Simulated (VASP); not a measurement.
Rh: relaxation of cell and atoms with PBEsol

The system is Rh.

```xyz
1
Lattice="-1.5592 1.5592 1.5592 1.5592 -1.5592 1.5592 1.5592 1.5592 -1.5592" Properties=species:S:1:pos:R:3 pbc="T T T"
Rh    0.0000    0.0000    0.0000
```

- Program: VASP 6.6.1
- Task: relaxation of cell and atoms
- Functional: PBEsol
- Potentials or basis: VASP PAW PBE potentials, release 64 (Rh_pv)
- Cutoff: 500 eV
- k mesh: 8 × 8 × 8
- Occupations: gaussian, width 0.1 eV
- Spin: no spin polarisation
- Dipole correction: no
- Further INCAR settings: ALGO = Normal; EDIFF = 1e-07; IBRION = 2; EDIFFG = -0.04; NSW = 90; ISIF = 3

The relaxed volume is 13.91 Å³/atom. The relaxed cell is a = 2.624 Å, b = 2.624 Å, c = 2.624 Å, α = 109.47°, β = 109.47°, γ = 109.47°, the space group after relaxing (to 0.05 Å) is Im-3m (No. 229) and the energy gained by relaxing is 82.1 meV/atom. The ionic steps are 4 and the pressure after relaxing is -0.4 GPa.

The path:
```
step  energy change (eV)  largest force (eV/Å)  pressure (GPa)  volume (Å³)
   1              0.0000                0.0000          -18.86        15.16
   2              0.3844                0.0000           77.51        11.57
   3             -0.0818                0.0000           -1.40        13.96
   4             -0.0821                0.0000           -0.38        13.91
```

Final structure:
```cif
data_structure
_symmetry_space_group_name_H-M 'P 1'
_symmetry_Int_Tables_number 1
_cell_length_a 2.6240
_cell_length_b 2.6240
_cell_length_c 2.6240
_cell_angle_alpha 109.471
_cell_angle_beta 109.471
_cell_angle_gamma 109.471
_cell_volume 13.91
loop_
_atom_site_label
_atom_site_type_symbol
_atom_site_fract_x
_atom_site_fract_y
_atom_site_fract_z
_atom_site_occupancy
Rh1 Rh 0.00000 0.00000 0.00000 1
```

Levels at points of the mesh, in eV from the Fermi level:
| k point | band 6 | band 7 | band 8 | band 9 | band 10 | band 11 |
| --- | --- | --- | --- | --- | --- | --- |
| (0.00, 0.00, 0.00) | -2.94 | -2.94 | -0.44 | -0.44 | 18.43 | 18.43 |
| (0.50, 0.00, 0.00) | -0.51 | -0.08 | 1.26 | 1.63 | 9.38 | 14.57 |
| (0.50, 0.50, 0.50) | 1.11 | 1.11 | 1.11 | 9.43 | 9.43 | 9.43 |

Wall time 7.8 s on 1 thread of Intel(R) Xeon(R) 6975P-C (Granite Rapids), on a shared host, peak memory 0.12 GiB.

Caveat: the PAW data sets were made with another functional, which shifts forces and pressure a little.
